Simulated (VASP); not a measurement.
# Au (Fd-3m) in VASP: a series of runs

Runs on Au. Level: LDA. Tasks: single point.

Everything below comes from runs of VASP 6.6.1. Logs are shortened: lines on timing, memory, paths and dates and some standing lists are left out, and cuts for length are marked.

## (1) The cell of the first run

The structure is cubic, space group Fd-3m (No. 227). Conventional cell: a = 5.233 Å, b = 5.233 Å, c = 5.233 Å, α = 90.00°, β = 90.00°, γ = 90.00°. Au (site symmetry -43m) has 4 Au at 2.27 Å within 3.0 Å.

This isn't the form of Au at room conditions, which is fcc.

## (2) Single point, LDA (17.91 Å³/atom)

POSCAR reads:

```
Au
1.0
    0.0000000000      2.6165995784      2.6165995784
    2.6165995784      0.0000000000      2.6165995784
    2.6165995784      2.6165995784      0.0000000000
Au
2
Direct
   -0.1250000000     -0.1250000000     -0.1250000000
    0.1250000000      0.1250000000      0.1250000000
```

INCAR.step1 reads:

```
SYSTEM = Au
PREC     = Accurate       ! precision mode
ENCUT    = 520            ! plane-wave cutoff, eV
EDIFF    = 1E-7           ! SCF threshold, eV
ISMEAR   = -1             ! smearing method
SIGMA    = 0.1            ! smearing width, eV
LREAL    = .FALSE.        ! projectors in reciprocal space
LASPH    = .TRUE.         ! aspherical terms in the spheres
NELM     = 100            ! most SCF steps
ALGO     = Normal         ! electronic algorithm
ISIF     = 2              ! what is computed and relaxed
LWAVE    = .FALSE.        ! write WAVECAR
LCHARG   = .TRUE.         ! write CHGCAR
LMAXMIX  = 4              ! l up to which the mixer works
NBANDS   = 18             ! bands
```

KPOINTS.step1 reads:

```
Automatic mesh
0
G
  12 12 12
  0 0 0
```

INCAR.step2 reads:

```
SYSTEM = Au
PREC     = Accurate       ! precision mode
ENCUT    = 520            ! plane-wave cutoff, eV
EDIFF    = 1E-7           ! SCF threshold, eV
ISMEAR   = -5             ! smearing method
SIGMA    = 0.1            ! smearing width, eV
LREAL    = .FALSE.        ! projectors in reciprocal space
LASPH    = .TRUE.         ! aspherical terms in the spheres
NELM     = 100            ! most SCF steps
ALGO     = Normal         ! electronic algorithm
ISIF     = 2              ! what is computed and relaxed
LWAVE    = .FALSE.        ! write WAVECAR
LCHARG   = .FALSE.        ! write CHGCAR
LMAXMIX  = 4              ! l up to which the mixer works
LORBIT   = 11             ! projections on sites
NBANDS   = 18             ! bands
NEDOS    = 2001           ! points of the DOS
ICHARG   = 11             ! starting density
```

KPOINTS.step2 reads:

```
Automatic mesh
0
G
  18 18 18
  0 0 0
```

Potentials or basis: VASP PAW LDA potentials, release 64 (Au).

Command:

```
$ cat potpaw_LDA.64/Au/POTCAR > POTCAR
$ cp INCAR.step1 INCAR
$ cp KPOINTS.step1 KPOINTS
$ mpirun -np 1 vasp_std > vasp.out
$ cp INCAR.step2 INCAR
$ cp KPOINTS.step2 KPOINTS
$ mpirun -np 1 vasp_std > vasp.out
```

OUTCAR:

```text
SYSTEM = Au
   PREC = Accurate
   ENCUT = 520
   EDIFF = 1E-7
   ISMEAR = -5
   LREAL = .FALSE.
   LASPH = .TRUE.
   NELM = 100
   ISIF = 2
   LORBIT = 11
   ICHARG = 11

 ion  position               nearest neighbor table
   1  0.875  0.875  0.875-   2 2.27   2 2.27   2 2.27   2 2.27
   2  0.125  0.125  0.125-   1 2.27   1 2.27   1 2.27   1 2.27

  LATTYP: Found a face centered cubic cell.
 ALAT       =     5.2331991568

  Lattice vectors:

 A1 = (   0.0000000000,   2.6165995784,   2.6165995784)
 A2 = (   2.6165995784,   0.0000000000,   2.6165995784)
 A3 = (   2.6165995784,   2.6165995784,   0.0000000000)

Analysis of symmetry for initial positions (statically):
=====================================================================
 Subroutine PRICEL returns:
 Original cell was already a primitive cell.

 Routine SETGRP: Setting up the symmetry group for a
 face centered cubic supercell.

 Subroutine GETGRP returns: Found 48 space group operations
 (whereof 12 operations were pure point group operations)
 out of a pool of 48 trial point group operations.

The static configuration has the point symmetry D_3d.
 The point group associated with its full space group is O_h .

Analysis of symmetry for dynamics (positions and initial velocities):
=====================================================================
 Subroutine PRICEL returns:
 Original cell was already a primitive cell.

 Routine SETGRP: Setting up the symmetry group for a
 face centered cubic supercell.

 Subroutine GETGRP returns: Found 48 space group operations
 (whereof 12 operations were pure point group operations)
 out of a pool of 48 trial point group operations.

The dynamic configuration has the point symmetry D_3d.
 The point group associated with its full space group is O_h .

 Subroutine INISYM returns: Found 48 space group operations
 (whereof 12 operations are pure point group operations),
 and found     1 'primitive' translations

----------------------------------------------------------------------------------------

                                     Primitive cell

  volume of cell :      35.8296

  direct lattice vectors                    reciprocal lattice vectors
     0.000000000  2.616599578  2.616599578    -0.191087702  0.191087702  0.191087702
     2.616599578  0.000000000  2.616599578     0.191087702 -0.191087702  0.191087702
     2.616599578  2.616599578  0.000000000     0.191087702  0.191087702 -0.191087702

  length of vectors
     3.700430611  3.700430611  3.700430611     0.330973608  0.330973608  0.330973608

  position of ions in fractional coordinates (direct lattice)
     0.875000000  0.875000000  0.875000000
     0.125000000  0.125000000  0.125000000

  ion indices of the primitive-cell ions
   primitive index   ion index
                 1           1
                 2           2

----------------------------------------------------------------------------------------

 KPOINTS: Automatic mesh

Automatic generation of k-mesh.
 Grid dimensions read from file:
 generate k-points for:   18   18   18

 Generating k-lattice:

  Cartesian coordinates                     Fractional coordinates (reciprocal lattice)
    -0.010615983  0.010615983  0.010615983     0.055555556  0.000000000  0.000000000
     0.010615983 -0.010615983  0.010615983     0.000000000  0.055555556  0.000000000
     0.010615983  0.010615983 -0.010615983     0.000000000  0.000000000  0.055555556

  Length of vectors
     0.018387423  0.018387423  0.018387423

  Shift w.r.t. Gamma in fractional coordinates (k-lattice)
     0.000000000  0.000000000  0.000000000

 TETIRR: Found    806 inequivalent tetrahedra from    34992

 Subroutine IBZKPT returns following result:
 ===========================================

 Found    195 irreducible k-points:

 Following reciprocal coordinates:
            Coordinates               Weight
  0.000000  0.000000  0.000000      1.000000
  0.055556  0.000000  0.000000      8.000000
  0.111111  0.000000  0.000000      8.000000
  0.166667  0.000000  0.000000      8.000000
  0.222222  0.000000  0.000000      8.000000
  0.277778  0.000000  0.000000      8.000000
[... 16 lines left out ...]
 -0.277778  0.055556  0.000000     24.000000
 -0.222222  0.055556  0.000000     24.000000
 [... further k-points ...]
   k-points           NKPTS =    195   k-points in BZ     NKDIM =    195   number of bands    NBANDS=     18
   number of dos      NEDOS =   2001   number of ions     NIONS =      2
   total plane-waves  NPLWV =  21952
   dimension x,y,z NGX =    28 NGY =   28 NGZ =   28
   dimension x,y,z NGXF=    56 NGYF=   56 NGZF=   56
   ions per type =               2
   NGX,Y,Z   is equivalent  to a cutoff of  12.58, 12.58, 12.58 a.u.
   NGXF,Y,Z  is equivalent  to a cutoff of  25.16, 25.16, 25.16 a.u.
 SYSTEM =  Au
   PREC   = accura    normal or accurate (medium, high low for compatibility)
   ISTART =      0    job   : 0-new  1-cont  2-samecut
[... 30 lines left out ...]
  Thomas-Fermi vector in A             =   2.515290
   LORBIT       =     11    0 simple, 1 ext, 2 COOP (PROOUT), +10 PAW based schemes
   GGA     = CA    functional components
   LHFCALC =     F    Hartree Fock is set to
   AEXX    =    0.0000 exact exchange contribution
   IVDW    =     0    specifies the selected vdW correction
   LEPSILON=     F    determine dielectric tensor
   LRPA    =     F    only Hartree local field effects (RPA)
 non-spin polarized calculation
 Fermi weights with tetrahedron method with Bloechl corrections
  energy-cutoff  :      520.00
  volume of cell :       35.83
 maximum number of plane-waves:       982

 number of electron      22.0000001 magnetization

 Free energy of the ion-electron system (eV)
  ---------------------------------------------------
  ext. energy  EPLUGINS =         0.00000000
  ---------------------------------------------------
  free energy    TOTEN  =        -3.70338652 eV

  energy without entropy =       -3.70338652  energy(sigma->0) =       -3.70338652

 E-fermi :   8.8654     XC(G=0): -12.3060

 val. band max:        8.8753193727   @ k =  -0.3889   0.3889   0.0556
 cond. band min:       8.7246022826   @ k =  -0.3889   0.3333   0.0556
 fundamental gap:     -0.1507170901
 Fermi energy:         8.8654026443

 k-point     1 :       0.0000    0.0000    0.0000
  band No.  band energies     occupation
      1      -1.0053      2.00000
      2       1.3828      2.00000
      3       1.3828      2.00000
      4       1.7611      2.00000
      5       1.7611      2.00000
      6       1.7611      2.00000
[... 10 lines left out ...]
     17      23.0590      0.00000
     18      23.0599      0.00000

 k-point     2 :       0.0556    0.0000    0.0000
  band No.  band energies     occupation
      1      -0.9452      2.00000
      2       1.3230      2.00000
      3       1.3230      2.00000
      4       1.7545      2.00000
      5       1.8422      2.00000
      6       1.8422      2.00000
[... 10 lines left out ...]
     17      22.5389      0.00000
     18      22.6606      0.00000

 k-point     3 :       0.1111    0.0000    0.0000
  band No.  band energies     occupation
      1      -0.7692      2.00000
      2       1.2237      2.00000
      3       1.2237      2.00000
      4       1.7367      2.00000
      5       1.9983      2.00000
      6       1.9983      2.00000
[... 10 lines left out ...]
     17      22.5162      0.00000
     18      22.5236      0.00000

 k-point     4 :       0.1667    0.0000    0.0000
  band No.  band energies     occupation
      1      -0.4911      2.00000
      2       1.1486      2.00000
      3       1.1486      2.00000
      4       1.7113      2.00000
      5       2.1462      2.00000
      6       2.1462      2.00000
[... 375 lines left out ...]
      4       1.6059      2.00000
      5       2.0019      2.00000
      6       2.3572      2.00000
[... 10 lines left out ...]
     17      22.9361      0.00000
     18      23.7969      0.00000

 k-point    23 :      -0.2778    0.0556    0.0000
  band No.  band energies     occupation
      1       0.4183      2.00000
      2       1.0005      2.00000
      3       1.2914      2.00000
      4       1.6199      2.00000
      5       2.0902      2.00000
      6       2.4427      2.00000
[... 10 lines left out ...]
     17      22.7249      0.00000
     18      23.7226      0.00000

 k-point    24 :      -0.2222    0.0556    0.0000
  band No.  band energies     occupation
      1       0.0377      2.00000
      2       0.9763      2.00000
      3       1.2625      2.00000
      4       1.6509      2.00000
      5       2.1131      2.00000
      6       2.4408      2.00000
[... 10 lines left out ...]
     17      22.5331      0.00000
     18      23.5608      0.00000

 [... further k-points ...]

------------------------ aborting loop because EDIFF is reached ----------------------------------------

  FORCE on cell =-STRESS in cart. coord.  units (eV):
  Direction    XX          YY          ZZ          XY          YZ          ZX
  --------------------------------------------------------------------------------------
  -------------------------------------------------------------------------------------
  Total       19.9620842     19.9620842     19.9620842      0.0000000      0.0000000      0.0000000
  in kB      892.6365548    892.6365548    892.6365548      0.0000000      0.0000000      0.0000000
  external PRESSURE =     892.6365548 kB  Pullay stress =       0.0000000 kB

 VOLUME and BASIS-vectors are now :
 -----------------------------------------------------------------------------
  energy-cutoff  :      520.00
  volume of cell :       35.83
      direct lattice vectors                 reciprocal lattice vectors
     0.000000000  2.616599578  2.616599578    -0.191087702  0.191087702  0.191087702
     2.616599578  0.000000000  2.616599578     0.191087702 -0.191087702  0.191087702
     2.616599578  2.616599578  0.000000000     0.191087702  0.191087702 -0.191087702

 POSITION                                       TOTAL-FORCE (eV/Angst)
 -----------------------------------------------------------------------------------
      4.57905      4.57905      4.57905        -0.000000      0.000000     -0.000000
      0.65415      0.65415      0.65415         0.000000     -0.000000      0.000000
 -----------------------------------------------------------------------------------
    total drift:                                0.000000     -0.000000     -0.000000

  FREE ENERGIE OF THE ION-ELECTRON SYSTEM (eV)
  ---------------------------------------------------
  free  energy   TOTEN  =        -3.7033865219 eV

  energy  without entropy=       -3.7033865219  energy(sigma->0) =       -3.70338652

 total charge

# of ion       s       p       d       tot
------------------------------------------
    1        0.800   0.601   8.914  10.315
    2        0.800   0.601   8.914  10.315
--------------------------------------------------
tot          1.600   1.203  17.828  20.630
```

Run time: 2.1 min. Hardware: 1 thread of Intel Xeon 8259CL, shared host; peak memory 0.22 GiB.

What came out:

| Property | Result |
| --- | --- |
| Valence electrons inside the program's atomic spheres | Au 10.31 |

Caveat: spin-orbit coupling is left out, which moves the levels of the heavy elements; tetrahedron occupations give inexact forces and stress in metals.

## (3) Single point, LDA (22.13 Å³/atom)

This run uses another cell than the first one, of 22.13 Å³/atom.

POSCAR reads:

```
Au
1.0
    0.0000000000      2.8075493027      2.8075493027
    2.8075493027      0.0000000000      2.8075493027
    2.8075493027      2.8075493027      0.0000000000
Au
2
Direct
   -0.1250000000     -0.1250000000     -0.1250000000
    0.1250000000      0.1250000000      0.1250000000
```

INCAR.step1 reads:

```
PREC = Accurate ; ENCUT = 520
EDIFF = 1E-6 ; ISMEAR = -1
SIGMA = 0.1 ; LREAL = False
LASPH = True ; NELM = 100
ALGO = Normal ; ISIF = 2
LWAVE = False ; LCHARG = True
LMAXMIX = 4 ; GGA = CA
NBANDS = 18
```

KPOINTS.step1 reads:

```
Automatic mesh
0
Gamma
  12 12 12
```

INCAR.step2 reads:

```
PREC = Accurate ; ENCUT = 520
EDIFF = 1E-6 ; ISMEAR = -5
SIGMA = 0.1 ; LREAL = False
LASPH = True ; NELM = 100
ALGO = Normal ; ISIF = 2
LWAVE = False ; LCHARG = False
LMAXMIX = 4 ; GGA = CA
LORBIT = 10 ; NEDOS = 1001
ICHARG = 11
```

KPOINTS.step2 reads:

```
Automatic mesh
0
Gamma
  18 18 18
```

Potentials or basis: VASP PAW LDA potentials, release 64 (Au).

Command:

```
$ cat potpaw_LDA.64/Au/POTCAR > POTCAR
$ cp INCAR.step1 INCAR
$ cp KPOINTS.step1 KPOINTS
$ mpirun -np 1 vasp_std > vasp.out
$ cp INCAR.step2 INCAR
$ cp KPOINTS.step2 KPOINTS
$ mpirun -np 1 vasp_std > vasp.out
```

Wall time 2.1 min (1 thread of Intel Xeon 8259CL, shared host); peak memory 0.24 GiB.

Results (log left out):

```yaml
Valence_electrons_inside_the_program's_atomic_spheres: Au 9.90
```

Levels at points of the mesh, in eV from the Fermi level:
```csv
k point,band 9,band 10,band 11,band 12,band 13,band 14
"(0.00, 0.00, 0.00)",-2.97,-1.24,-1.24,10.42,10.52,11.52
"(0.50, 0.00, 0.00)",-1.95,-1.55,-1.55,-0.21,7.75,7.75
"(0.50, 0.50, 0.00)",-1.30,-1.30,0.43,0.43,3.54,3.54
```

Caveat: spin-orbit coupling is left out, which moves the levels of the heavy elements; tetrahedron occupations give inexact forces and stress in metals.

## (4) Single point, LDA (22.13 Å³/atom)

This run uses another cell than the first one, of 22.13 Å³/atom.

POSCAR is that of step 3.

INCAR.step1 reads:

```
SYSTEM = Au
ALGO = Normal
EDIFF = 1E-7
ENCUT = 520
ISIF = 2
ISMEAR = -1
LASPH = .TRUE.
LCHARG = .TRUE.
LMAXMIX = 4
LREAL = .FALSE.
LWAVE = .FALSE.
NBANDS = 18
NELM = 60
PREC = Accurate
SIGMA = 0.1
```

KPOINTS.step1 reads:

```
k-points
0
G
  12 12 12
  0 0 0
```

INCAR.step2 reads:

```
SYSTEM = Au
ALGO = Normal
EDIFF = 1E-7
ENCUT = 520
ICHARG = 11
ISIF = 2
ISMEAR = -5
LASPH = .TRUE.
LCHARG = .FALSE.
LMAXMIX = 4
LORBIT = 11
LREAL = .FALSE.
LWAVE = .FALSE.
NBANDS = 18
NEDOS = 1001
NELM = 60
PREC = Accurate
SIGMA = 0.1
```

KPOINTS.step2 reads:

```
k-points
0
G
  18 18 18
  0 0 0
```

Command:

```
$ cat potpaw_LDA.64/Au/POTCAR > POTCAR
$ cp INCAR.step1 INCAR
$ cp KPOINTS.step1 KPOINTS
$ mpirun -np 1 vasp_std > vasp.out
$ cp INCAR.step2 INCAR
$ cp KPOINTS.step2 KPOINTS
$ mpirun -np 1 vasp_std > vasp.out
```

Run time: 3 min. Hardware: 1 thread of Intel Xeon 8259CL, shared host; peak memory 0.24 GiB.

The run converged. Its results:

```yaml
Valence_electrons_inside_the_program's_atomic_spheres: Au 9.90
```

Levels at points of the mesh, in eV from the Fermi level:
| k point | band 8 | band 9 | band 10 | band 11 | band 12 | band 13 | band 14 | band 15 |
| --- | --- | --- | --- | --- | --- | --- | --- | --- |
| (0.00, 0.00, 0.00) | -2.97 | -2.97 | -1.24 | -1.24 | 10.42 | 10.52 | 11.52 | 11.52 |
| (0.50, 0.00, 0.00) | -2.50 | -1.95 | -1.55 | -1.55 | -0.21 | 7.75 | 7.75 | 9.81 |
| (0.50, 0.50, 0.00) | -3.62 | -1.30 | -1.30 | 0.43 | 0.43 | 3.54 | 3.54 | 9.09 |

Caveat: spin-orbit coupling is left out, which moves the levels of the heavy elements; tetrahedron occupations give inexact forces and stress in metals.

## (5) Single point, LDA (26.35 Å³/atom)

This run uses another cell than the first one, of 26.35 Å³/atom.

POSCAR reads:

```
Au
1.0
    0.0000000000      2.9755525839      2.9755525839
    2.9755525839      0.0000000000      2.9755525839
    2.9755525839      2.9755525839      0.0000000000
Au
2
Direct
   -0.1250000000     -0.1250000000     -0.1250000000
    0.1250000000      0.1250000000      0.1250000000
```

INCAR.step1 reads:

```
PREC     = Accurate       # precision mode
ENCUT    = 520            # plane-wave cutoff, eV
EDIFF    = 1E-7           # SCF threshold, eV
ISMEAR   = -1             # smearing method
SIGMA    = 0.1            # smearing width, eV
LREAL    = F              # projectors in reciprocal space
LASPH    = T              # aspherical terms in the spheres
NELM     = 100            # most SCF steps
ALGO     = Normal         # electronic algorithm
ISIF     = 2              # what is computed and relaxed
LWAVE    = F              # write WAVECAR
LCHARG   = T              # write CHGCAR
LMAXMIX  = 4              # l up to which the mixer works
NBANDS   = 18             # bands
```

KPOINTS.step1 reads:

```
regular mesh
0
Gamma
  12 12 12
```

INCAR.step2 reads:

```
PREC     = Accurate       # precision mode
ENCUT    = 520            # plane-wave cutoff, eV
EDIFF    = 1E-7           # SCF threshold, eV
ISMEAR   = -5             # smearing method
SIGMA    = 0.1            # smearing width, eV
LREAL    = F              # projectors in reciprocal space
LASPH    = T              # aspherical terms in the spheres
NELM     = 100            # most SCF steps
ALGO     = Normal         # electronic algorithm
ISIF     = 2              # what is computed and relaxed
LWAVE    = F              # write WAVECAR
LCHARG   = F              # write CHGCAR
LMAXMIX  = 4              # l up to which the mixer works
LORBIT   = 10             # projections on sites
NEDOS    = 1001           # points of the DOS
ICHARG   = 11             # starting density
```

KPOINTS.step2 reads:

```
regular mesh
0
Gamma
  18 18 18
```

Command:

```
$ cat potpaw_LDA.64/Au/POTCAR > POTCAR
$ cp INCAR.step1 INCAR
$ cp KPOINTS.step1 KPOINTS
$ mpirun -np 1 vasp_std > vasp.out
$ cp INCAR.step2 INCAR
$ cp KPOINTS.step2 KPOINTS
$ mpirun -np 1 vasp_std > vasp.out
```

Wall time 2.1 min (1 thread of Intel Xeon 8259CL, shared host); peak memory 0.25 GiB.

The run converged. Its results:

| Property | Result |
| --- | --- |
| Valence electrons inside the program's atomic spheres | Au 9.68 |

Levels at points of the mesh, in eV from the Fermi level:
```tsv
k point	band 7	band 8	band 9	band 10	band 11	band 12	band 13	band 14	band 15
(0.00, 0.00, 0.00)	-2.46	-2.46	-2.46	-1.24	-1.24	9.24	10.02	10.15	10.15
(0.50, 0.00, 0.00)	-2.15	-2.15	-1.43	-1.43	-1.19	-0.31	7.03	7.03	9.50
(0.50, 0.50, 0.00)	-2.97	-2.97	-1.24	-1.24	0.32	0.32	3.66	3.66	8.31
```

Caveat: spin-orbit coupling is left out, which moves the levels of the heavy elements; tetrahedron occupations give inexact forces and stress in metals.
